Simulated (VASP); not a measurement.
# Mg3Sb2 (P-3m1) in VASP: a series of runs

Mg3Sb2 is run at these levels: r2SCAN; tasks: single point, relaxation of cell and atoms.

Everything below comes from runs of VASP 6.6.1. Logs are shortened: lines on timing, memory, paths and dates and some standing lists are left out, and cuts for length are marked.

### 1 The cell of the first run

Symmetry: P-3m1, No. 164, trigonal system. The conventional cell has a = 4.569 Å, b = 4.569 Å, c = 7.240 Å, α = 90.00°, β = 90.00°, γ = 120.00°. Within 3.8 Å of Mg (site symmetry 3m) lie 4 Sb at 2.82 to 2.93 Å and 6 Mg at 3.27 to 3.74 Å. Within 4.1 Å of Mg (site symmetry -3m) lie 6 Sb at 3.11 Å and 6 Mg at 3.74 Å. Sb (site symmetry 3m) has 7 Mg at 2.82 to 3.11 Å within 3.7 Å.

### 2 Single point, r2SCAN

POSCAR

```
Mg3Sb2
1.0
    4.5691581962      0.0000000000      0.0000000000
   -2.2845790981      3.9570070718      0.0000000000
    0.0000000000      0.0000000000      7.2404157607
Mg Sb
3 2
Direct
    0.3333333333      0.6666666667      0.6336636229
    0.6666666667      0.3333333333      0.3663363771
    0.0000000000      0.0000000000      0.0000000000
    0.3333333333      0.6666666667      0.2287383468
    0.6666666667      0.3333333333      0.7712616532
```

INCAR.step1

```
ALGO = Normal ; EDIFF = 1E-5
ENCUT = 660 ; GGA = PE
GGA_COMPAT = False ; ISMEAR = 0
LASPH = True ; LCHARG = False
LREAL = False ; LWAVE = True
NBANDS = 16 ; NELM = 120
PREC = Accurate ; SIGMA = 0.02
```

INCAR.step2

```
ALGO = Normal ; EDIFF = 1E-6
ENCUT = 660 ; GGA_COMPAT = False
ISIF = 2 ; ISMEAR = 0
ISTART = 1 ; LASPH = True
LCHARG = False ; LMIXTAU = True
LREAL = False ; LWAVE = False
METAGGA = R2SCAN ; NBANDS = 16
NELM = 120 ; PREC = Accurate
SIGMA = 0.02
```

KPOINTS

```
k-points
0
Gamma
  6 6 4
```

Potentials or basis: VASP PAW PBE potentials, release 64 (Mg, Sb).

The run is started by

```bash
$ cat potpaw_PBE.64/Mg/POTCAR potpaw_PBE.64/Sb/POTCAR > POTCAR
$ cp INCAR.step1 INCAR
$ mpirun -np 1 vasp_std > vasp.out
$ cp INCAR.step2 INCAR
$ mpirun -np 1 vasp_std > vasp.out
```

OUTCAR:

```text
EDIFF = 1E-6
   ENCUT = 660
   ISIF = 2
   ISMEAR = 0
   ISTART = 1
   LASPH = True
   LREAL = False
   METAGGA = R2SCAN
   NELM = 120
   PREC = Accurate

 ion  position               nearest neighbor table
   1  0.333  0.667  0.634-   5 2.82   5 2.82   5 2.82   4 2.93   2 3.27   2 3.27   2 3.27
   2  0.667  0.333  0.366-   4 2.82   4 2.82   4 2.82   5 2.93   1 3.27   1 3.27   1 3.27
   3  0.000  0.000  0.000-   4 3.11   5 3.11   4 3.11   5 3.11   5 3.11   4 3.11
   4  0.333  0.667  0.229-   2 2.82   2 2.82   2 2.82   1 2.93   3 3.11   3 3.11   3 3.11
   5  0.667  0.333  0.771-   1 2.82   1 2.82   1 2.82   2 2.93   3 3.11   3 3.11   3 3.11

  LATTYP: Found a hexagonal cell.
 ALAT       =     4.5691581962
 C/A-ratio  =     1.5846279445

  Lattice vectors:

 A1 = (   4.5691581962,   0.0000000000,   0.0000000000)
 A2 = (  -2.2845790981,   3.9570070718,   0.0000000000)
 A3 = (   0.0000000000,   0.0000000000,   7.2404157607)

Analysis of symmetry for initial positions (statically):
=====================================================================
 Subroutine PRICEL returns:
 Original cell was already a primitive cell.

 Routine SETGRP: Setting up the symmetry group for a
 hexagonal supercell.

 Subroutine GETGRP returns: Found 12 space group operations
 (whereof 12 operations were pure point group operations)
 out of a pool of 24 trial point group operations.

The static configuration has the point symmetry D_3d.

Analysis of symmetry for dynamics (positions and initial velocities):
=====================================================================
 Subroutine PRICEL returns:
 Original cell was already a primitive cell.

 Routine SETGRP: Setting up the symmetry group for a
 hexagonal supercell.

 Subroutine GETGRP returns: Found 12 space group operations
 (whereof 12 operations were pure point group operations)
 out of a pool of 24 trial point group operations.

The dynamic configuration has the point symmetry D_3d.

 Subroutine INISYM returns: Found 12 space group operations
 (whereof 12 operations are pure point group operations),
 and found     1 'primitive' translations

----------------------------------------------------------------------------------------

                                     Primitive cell
[... 96 lines left out ...]
   EDIFF  = 0.1E-05   stopping-criterion for ELM
   LREAL  =      F    real-space projection
   EDIFFG = 0.1E-04   stopping-criterion for IOM
   NSW    =      0    number of steps for IOM
   IBRION =     -1    ionic relax: 0-MD 1-quasi-New 2-CG
   NFREE  =      0    steps in history (QN), initial steepest desc. (CG)
   ISIF   =      2    stress and relaxation
   ISYM   =      2    0-nonsym 1-usesym 2-fastsym
   POTIM  = 0.5000    time-step for ionic-motion
   TEBEG  =    0.0;   TEEND  =   0.0 temperature during run
   PSTRESS=    0.0 pullay stress
   NELECT =      16.0000    total number of electrons
   NUPDOWN=      -1.0000    fix difference up-down
   EMIN   =  10.00;   EMAX   =-10.00  energy-range for DOS
   EFERMI =   0.00;   METHOD = LEGACY
   ISMEAR =     0;   SIGMA  =   0.02  broadening in eV -4-tet -1-fermi 0-gaus
   EFERMI_NEDOS =   21; number of points for ismear=-14 and -15
   IALGO  =     38    algorithm
   IMIX   =      4    mixing-type and parameters
     AMIX     =   0.40;   BMIX     =  1.00
     AMIX_MAG =   1.60;   BMIX_MAG =  1.00
  volume/ion in A,a.u.               =      26.18       176.68
  Fermi-wavevector in a.u.,A,eV,Ry     =   0.812443  1.535294  8.980700  0.660063
  Thomas-Fermi vector in A             =   1.921986
   LORBIT       =      0    0 simple, 1 ext, 2 COOP (PROOUT), +10 PAW based schemes
   METAGGA = R2SCAN    functional components
   LHFCALC =     F    Hartree Fock is set to
   AEXX    =    0.0000 exact exchange contribution
   IVDW    =     0    specifies the selected vdW correction
   LEPSILON=     F    determine dielectric tensor
   LRPA    =     F    only Hartree local field effects (RPA)
 non-spin polarized calculation
 Gauss-broadening in eV      SIGMA  =   0.02
  energy-cutoff  :      660.00
  volume of cell :      130.91
 maximum number of plane-waves:      5095
 NGX is ok and might be reduce to    40
   NGX = 19   NGY = 19   NGZ = 31

 number of electron      16.0000000 magnetization

 Free energy of the ion-electron system (eV)
  ---------------------------------------------------
  ext. energy  EPLUGINS =         0.00000000
  ---------------------------------------------------
  free energy    TOTEN  =       -66.25317144 eV

  energy without entropy =      -66.25317144  energy(sigma->0) =      -66.25317144

 E-fermi :   4.4458     XC(G=0):  -9.1780

 val. band max:        4.3600352653   @ k =   0.0000   0.0000   0.0000
 cond. band min:       4.9234090016   @ k =   0.3333   0.3333   0.0000
 fundamental gap:      0.5633737363
 Fermi energy:         4.4458499812

 k-point     1 :       0.0000    0.0000    0.0000
  band No.  band energies     occupation
      1      -6.3344      2.00000
      2      -5.0248      2.00000
      3      -0.6822      2.00000
      4       3.2007      2.00000
      5       3.2007      2.00000
      6       3.9392      2.00000
[... 433 lines left out ...]
      3      -0.0401      2.00000
      4      -0.0401      2.00000
      5       0.3110      2.00000
      6       0.8969      2.00000
[... 8 lines left out ...]
     15      10.0352      0.00000
     16      10.3531      0.00000

------------------------ aborting loop because EDIFF is reached ----------------------------------------

  FORCE on cell =-STRESS in cart. coord.  units (eV):
  Direction    XX          YY          ZZ          XY          YZ          ZX
  --------------------------------------------------------------------------------------
  -------------------------------------------------------------------------------------
  Total       -0.0059133     -0.0059133      0.0132515      0.0000000      0.0000000     -0.0000000
  in kB       -0.0723724     -0.0723724      0.1621841      0.0000000      0.0000000     -0.0000000
  external PRESSURE =       0.0058131 kB  Pullay stress =       0.0000000 kB

 VOLUME and BASIS-vectors are now :
 -----------------------------------------------------------------------------
  energy-cutoff  :      660.00
  volume of cell :      130.91
      direct lattice vectors                 reciprocal lattice vectors
     4.569158196  0.000000000  0.000000000     0.218858695  0.126358126  0.000000000
    -2.284579098  3.957007072  0.000000000     0.000000000  0.252716253  0.000000000
     0.000000000  0.000000000  7.240415761     0.000000000  0.000000000  0.138113616

 POSITION                                       TOTAL-FORCE (eV/Angst)
 -----------------------------------------------------------------------------------
     -0.00000      2.63800      4.58799         0.000000     -0.000000     -0.003658
      2.28458      1.31900      2.65243        -0.000000      0.000000      0.003658
      0.00000      0.00000      0.00000         0.000000      0.000000      0.000000
     -0.00000      2.63800      1.65616         0.000000     -0.000000     -0.015801
      2.28458      1.31900      5.58426        -0.000000      0.000000      0.015801
 -----------------------------------------------------------------------------------
    total drift:                               -0.000000      0.000000      0.000000

  FREE ENERGIE OF THE ION-ELECTRON SYSTEM (eV)
  ---------------------------------------------------
  free  energy   TOTEN  =       -66.2531714400 eV

  energy  without entropy=      -66.2531714400  energy(sigma->0) =      -66.25317144
```

OSZICAR.step1:

```text
N       E                     dE             d eps       ncg     rms          rms(c)
DAV:   1     0.510133303252E+02    0.51013E+02   -0.58656E+03   768   0.920E+02
DAV:   2    -0.114404783702E+02   -0.62454E+02   -0.55310E+02   992   0.124E+02
DAV:   3    -0.151707917492E+02   -0.37303E+01   -0.36976E+01  1088   0.310E+01
DAV:   4    -0.152173808700E+02   -0.46589E-01   -0.46585E-01   824   0.405E+00
DAV:   5    -0.152181989111E+02   -0.81804E-03   -0.81803E-03  1112   0.597E-01    0.442E+00
DAV:   6    -0.147267157281E+02    0.49148E+00   -0.51008E-01   944   0.287E+00    0.265E+00
DAV:   7    -0.146246078854E+02    0.10211E+00   -0.39396E-01  1016   0.257E+00    0.105E+00
DAV:   8    -0.146239658232E+02    0.64206E-03   -0.24473E-02   816   0.785E-01    0.103E-01
DAV:   9    -0.146238411125E+02    0.12471E-03   -0.56372E-04   928   0.152E-01    0.578E-02
DAV:  10    -0.146238957323E+02   -0.54620E-04   -0.68972E-05   944   0.437E-02    0.212E-02
DAV:  11    -0.146239150791E+02   -0.19347E-04   -0.33474E-05   832   0.270E-02    0.774E-03
DAV:  12    -0.146239156174E+02   -0.53836E-06   -0.51403E-06   624   0.104E-02
   1 F= -.14623916E+02 E0= -.14623916E+02  d E =-.172729E-15
```

It took 2.7 min on 1 thread of AMD EPYC 9R45 (Zen 5), shared host; peak memory 0.35 GiB.

Results:

```yaml
Free_energy: -66.2532 eV
Pressure: 0.0 GPa
Largest_force: 0.016 eV/Å
Band_gap_on_the_k_mesh: 0.56 eV (least direct gap 1.75 eV)
```

Forces in eV/Å, atoms in the order of the input:
```
Mg   0.000  0.000 -0.004
Mg   0.000  0.000  0.004
Mg   0.000  0.000  0.000
Sb   0.000  0.000 -0.016
Sb   0.000  0.000  0.016
```

Caveat: semilocal functionals underestimate gaps, and a narrow one can read as zero; the PAW data sets were made with another functional, which shifts forces and pressure a little; spin-orbit coupling is left out, which moves the levels of the heavy elements. A k mesh can miss the band edges.

### 3 Relaxation of cell and atoms, r2SCAN

This run uses another cell than the first one, of 26.34 Å³/atom.

POSCAR

```
Mg3Sb2
1.0
    4.5820006928      0.0000000000      0.0000000000
   -2.2910003464      3.9681290001      0.0000000000
    0.0000000000      0.0000000000      7.2440000000
Mg Sb
3 2
Direct
    0.3333333333      0.6666666667      0.6300000000
    0.6666666667      0.3333333333      0.3700000000
    0.0000000000      0.0000000000      0.0000000000
    0.3333333333      0.6666666667      0.2350000000
    0.6666666667      0.3333333333      0.7650000000
```

INCAR.step1

```
SYSTEM = Mg3Sb2
PREC = Accurate ; ENCUT = 660
ISMEAR = 0 ; SIGMA = 0.02
LREAL = .FALSE. ; LASPH = .TRUE.
NELM = 120 ; GGA = PE
ALGO = Normal ; EDIFF = 1E-5
LWAVE = .TRUE. ; LCHARG = .FALSE.
GGA_COMPAT = .FALSE. ; IBRION = 2
ISIF = 3 ; EDIFFG = -0.005
NELMIN = 4 ; NSW = 100
```

INCAR.step2

```
SYSTEM = Mg3Sb2
PREC = Accurate ; ENCUT = 660
EDIFF = 1E-7 ; ISMEAR = 0
SIGMA = 0.02 ; LREAL = .FALSE.
LASPH = .TRUE. ; NELM = 120
ALGO = Normal ; ISIF = 3
LWAVE = .FALSE. ; LCHARG = .FALSE.
METAGGA = R2SCAN ; LMIXTAU = .TRUE.
IBRION = 2 ; NSW = 100
EDIFFG = -0.005 ; ISTART = 1
GGA_COMPAT = .FALSE. ; NELMIN = 4
```

KPOINTS

```
Automatic mesh
0
G
  6 6 4
  0 0 0
```

Potentials or basis: VASP PAW PBE potentials, release 64 (Mg, Sb).

The run is started by

```bash
$ cat potpaw_PBE.64/Mg/POTCAR potpaw_PBE.64/Sb/POTCAR > POTCAR
$ cp INCAR.step1 INCAR
$ mpirun -np 1 vasp_std > vasp.out
$ cp INCAR.step2 INCAR
$ mpirun -np 1 vasp_std > vasp.out
```

Wall time 18 min (1 thread of AMD EPYC 9R45 (Zen 5), shared host); peak memory 0.36 GiB.

Results (log left out):

| Property | Result |
| --- | --- |
| Free energy | -66.2532 eV |
| Relaxed volume | 26.17 Å³/atom |
| Relaxed cell | a = 4.568 Å, b = 4.568 Å, c = 7.239 Å, α = 90.00°, β = 90.00°, γ = 120.00° |
| Space group after relaxing (to 0.1 Å) | P-3m1 (No. 164) |
| Energy gained by relaxing | 4.2 meV/atom |
| Ionic steps | 12 |
| Pressure after relaxing | 0.0 GPa |
| Largest force after relaxing | 0.003 eV/Å |
| Band gap on the k mesh | 0.56 eV (least direct gap 1.74 eV) |

Forces on the atoms (eV/Å):
```
Mg   0.000  0.000  0.003
Mg   0.000  0.000 -0.003
Mg   0.000  0.000  0.000
Sb   0.000  0.000  0.000
Sb   0.000  0.000  0.000
```

The path:
| step | energy change (eV) | largest force (eV/Å) | pressure (GPa) | volume (Å³) |
| --- | --- | --- | --- | --- |
| 1 | 0.0000 | 0.3543 | 0.03 | 131.71 |
| 2 | -0.0134 | 0.1997 | -0.13 | 131.82 |
| 3 | -0.0172 | 0.0625 | -0.27 | 131.92 |
| 4 | -0.0202 | 0.0312 | 0.03 | 130.93 |
| 5 | -0.0206 | 0.0159 | 0.17 | 130.47 |
| 6 | -0.0212 | 0.0093 | -0.03 | 130.92 |
| 7 | -0.0212 | 0.0086 | -0.01 | 130.88 |
| 8 | -0.0212 | 0.0087 | -0.01 | 130.88 |
| 9 | -0.0212 | 0.0075 | 0.00 | 130.85 |
| 10 | -0.0212 | 0.0070 | 0.01 | 130.83 |
| 11 | -0.0212 | 0.0060 | 0.02 | 130.81 |
| 12 | -0.0212 | 0.0032 | 0.01 | 130.84 |

Final structure:
```
Mg Sb
1.0
     4.56828    0.00000    0.00000
    -2.28414    3.95624    0.00000
     0.00000    0.00000    7.23935
Mg Sb
3 2
Direct
  0.33333 0.66667 0.63336
  0.66667 0.33333 0.36664
  0.00000 0.00000 0.00000
  0.33333 0.66667 0.22836
  0.66667 0.33333 0.77164
```

Levels at points of the mesh, in eV from the valence-band top:
```
           k point  band 5  band 6  band 7  band 8  band 9  band 10  band 11  band 12
(0.00, 0.00, 0.00)   -1.16   -0.42   -0.42    0.00    1.77     1.79     3.41     3.41
(0.50, 0.00, 0.00)   -3.33   -2.40   -2.21   -0.96    0.79     2.43     2.46     3.15
(0.00, 0.00, 0.50)   -0.84   -0.84   -0.76   -0.76    2.28     2.46     3.06     3.06
(0.50, 0.00, 0.50)   -1.91   -1.73   -1.69   -1.58    0.87     1.67     2.15     2.57
```

Caveat: semilocal functionals underestimate gaps, and a narrow one can read as zero; the PAW data sets were made with another functional, which shifts forces and pressure a little; spin-orbit coupling is left out, which moves the levels of the heavy elements. A k mesh can miss the band edges.
